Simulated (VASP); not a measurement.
# FePt (P4/mmm) in VASP: further runs, part 2 of 2

VASP 6.6.1. Earlier steps stand in the parts before.

## 3. Single point, PBE, collinear spin, ferromagnetic start

This run uses another cell than the first one, of 13.80 Å³/atom.

The input, INCAR:

```
SYSTEM = FePt
PREC = Accurate
ENCUT = 520
EDIFF = 1E-6
ISMEAR = -1
SIGMA = 0.05
LREAL = .False.
LASPH = .True.
NELM = 150
ALGO = Normal
ISIF = 2
LWAVE = .False.
LCHARG = .False.
ISPIN = 2
MAGMOM = 0 4.5
LORBIT = 11
LMAXMIX = 4
GGA = PE
NBANDS = 20
```

The input, KPOINTS:

```
Automatic mesh
0
Gamma
  10 10 7
  0 0 0
```

The input, POSCAR:

```
FePt
1.0
    2.7235000000      0.0000000000      0.0000000000
    0.0000000000      2.7235000000      0.0000000000
    0.0000000000      0.0000000000      3.7200000000
Pt Fe
1 1
Direct
    0.5000000000      0.5000000000      0.5000000000
    0.0000000000      0.0000000000      0.0000000000
```

Potentials or basis: VASP PAW PBE potentials, release 64 (Pt, Fe).

Run with:

```sh
> cat potpaw_PBE.64/Pt/POTCAR potpaw_PBE.64/Fe/POTCAR > POTCAR
> mpirun -np 1 vasp_std > vasp.out
```

OUTCAR:

```text
SYSTEM = FePt
   PREC = Accurate
   ENCUT = 520
   EDIFF = 1E-6
   ISMEAR = -1
   LREAL = .False.
   LASPH = .True.
   NELM = 150
   ISIF = 2
   ISPIN = 2
   LORBIT = 11
   GGA = PE

 ion  position               nearest neighbor table
   1  0.500  0.500  0.500-   2 2.68   2 2.68   2 2.68   2 2.68   2 2.68   2 2.68   2 2.68   2 2.68

   2  0.000  0.000  0.000-   1 2.68   1 2.68   1 2.68   1 2.68   1 2.68   1 2.68   1 2.68   1 2.68

  LATTYP: Found a simple tetragonal cell.
 ALAT       =     2.7235000000
 C/A-ratio  =     1.3658894804

  Lattice vectors:

 A1 = (   2.7235000000,   0.0000000000,   0.0000000000)
 A2 = (   0.0000000000,   2.7235000000,   0.0000000000)
 A3 = (   0.0000000000,   0.0000000000,   3.7200000000)

Analysis of symmetry for initial positions (statically):
=====================================================================
 Subroutine PRICEL returns:
 Original cell was already a primitive cell.

 Routine SETGRP: Setting up the symmetry group for a
 simple tetragonal supercell.

 Subroutine GETGRP returns: Found 16 space group operations
 (whereof 16 operations were pure point group operations)
 out of a pool of 16 trial point group operations.

The static configuration has the point symmetry D_4h.

Analysis of symmetry for dynamics (positions and initial velocities):
=====================================================================
 Subroutine PRICEL returns:
 Original cell was already a primitive cell.

 Routine SETGRP: Setting up the symmetry group for a
 simple tetragonal supercell.

 Subroutine GETGRP returns: Found 16 space group operations
 (whereof 16 operations were pure point group operations)
 out of a pool of 16 trial point group operations.

The dynamic configuration has the point symmetry D_4h.

Analysis of structural, dynamic, and magnetic symmetry:
=====================================================================
 Subroutine PRICEL returns:
 Original cell was already a primitive cell.

 Routine SETGRP: Setting up the symmetry group for a
 simple tetragonal supercell.

[... 146 lines left out ...]
  ---------------------------------------------------
  free energy    TOTEN  =       -14.80660457 eV

  energy without entropy =      -14.79530740  energy(sigma->0) =      -14.80095599

 E-fermi :   8.7212     XC(G=0): -13.0581

 val. band max:        8.6699898296   @ k =   0.3000   0.2000   0.0000
 cond. band min:       8.7323921034   @ k =   0.5000   0.4000   0.1429
 fundamental gap:      0.0624022738
 Fermi energy:         8.7211567133

 spin component 1

 k-point     1 :       0.0000    0.0000    0.0000
  band No.  band energies     occupation
      1      -0.8883      1.00000
      2       2.3459      1.00000
      3       2.5278      1.00000
      4       5.2563      1.00000
      5       5.2563      1.00000
      6       5.7819      1.00000
[... 541 lines left out ...]
     19      31.7054      0.00000
     20      31.9346      0.00000

 [... further k-points ...]

 spin component 2

 k-point     1 :       0.0000    0.0000    0.0000
  band No.  band energies     occupation
      1      -0.7533      1.00000
      2       2.9250      1.00000
      3       2.9260      1.00000
      4       6.3340      1.00000
      5       6.3340      1.00000
      6       7.9086      1.00000
[... 541 lines left out ...]
     19      31.9184      0.00000
     20      32.2210      0.00000

 [... further k-points ...]

------------------------ aborting loop because EDIFF is reached ----------------------------------------

  FORCE on cell =-STRESS in cart. coord.  units (eV):
  Direction    XX          YY          ZZ          XY          YZ          ZX
  --------------------------------------------------------------------------------------
  -------------------------------------------------------------------------------------
  Total        0.4815684      0.4815684      0.5762090      0.0000000     -0.0000000      0.0000000
  in kB       27.9621723     27.9621723     33.4574582      0.0000000     -0.0000000      0.0000000
  external PRESSURE =      29.7939342 kB  Pullay stress =       0.0000000 kB

 VOLUME and BASIS-vectors are now :
 -----------------------------------------------------------------------------
  energy-cutoff  :      520.00
  volume of cell :       27.59
      direct lattice vectors                 reciprocal lattice vectors
     2.723500000  0.000000000  0.000000000     0.367174592  0.000000000  0.000000000
     0.000000000  2.723500000  0.000000000     0.000000000  0.367174592  0.000000000
     0.000000000  0.000000000  3.720000000     0.000000000  0.000000000  0.268817204

 POSITION                                       TOTAL-FORCE (eV/Angst)
 -----------------------------------------------------------------------------------
      1.36175      1.36175      1.86000         0.000000      0.000000      0.000000
      0.00000      0.00000      0.00000         0.000000      0.000000      0.000000
 -----------------------------------------------------------------------------------
    total drift:                               -0.000000      0.000000      0.000000

  FREE ENERGIE OF THE ION-ELECTRON SYSTEM (eV)
  ---------------------------------------------------
  free  energy   TOTEN  =       -14.8066045747 eV

  energy  without entropy=      -14.7953074001  energy(sigma->0) =      -14.80095599

 total charge

# of ion       s       p       d       tot
------------------------------------------
    1        0.714   0.666   8.056   9.435
    2        0.409   0.452   6.125   6.987
--------------------------------------------------
tot          1.124   1.118  14.181  16.422

 magnetization (x)

# of ion       s       p       d       tot
------------------------------------------
    1       -0.026  -0.066   0.428   0.336
    2        0.005  -0.007   2.918   2.916
--------------------------------------------------
tot         -0.021  -0.074   3.346   3.251
```

Wall time 1.8 min (1 thread of AMD EPYC 7R43 (Zen 3), shared host); peak memory 0.16 GiB.

Results:

| Quantity | Value |
| --- | --- |
| Free energy | -14.8066 eV |
| Pressure | 3.0 GPa |
| Net moment | 3.27 μB per cell |
| Site moments | Pt +0.34; Fe +2.92 μB |
| Valence electrons inside the program's atomic spheres | Pt 9.44; Fe 6.99 |

Stress tensor (GPa, compression positive):
```
2.80 0.00 0.00
0.00 2.80 0.00
0.00 0.00 3.35
```

Levels at points of the mesh, in eV from the Fermi level:
Spin up:
| k point | band 8 | band 9 | band 10 | band 11 | band 12 | band 13 | band 14 | band 15 |
| --- | --- | --- | --- | --- | --- | --- | --- | --- |
| (0.00, 0.00, 0.00) | -1.96 | -0.55 | -0.42 | -0.42 | 2.27 | 9.75 | 11.65 | 11.65 |
| (0.50, 0.00, 0.00) | -2.55 | -2.17 | -1.65 | 0.12 | 2.01 | 10.44 | 10.54 | 12.53 |
| (0.50, 0.50, 0.00) | -0.50 | -0.50 | 0.53 | 1.59 | 1.59 | 7.57 | 10.01 | 10.87 |
Spin down:
| k point | band 5 | band 6 | band 7 | band 8 | band 9 | band 10 | band 11 | band 12 |
| --- | --- | --- | --- | --- | --- | --- | --- | --- |
| (0.00, 0.00, 0.00) | -2.39 | -0.81 | -0.78 | 0.57 | 1.65 | 1.65 | 1.67 | 2.45 |
| (0.50, 0.00, 0.00) | -2.48 | -1.39 | -1.20 | -0.90 | 0.51 | 0.67 | 2.35 | 2.55 |
| (0.50, 0.50, 0.00) | 0.92 | 1.23 | 1.63 | 1.70 | 1.72 | 1.72 | 1.73 | 1.73 |

Caveat: spin-orbit coupling is left out, which moves the levels of the heavy elements.
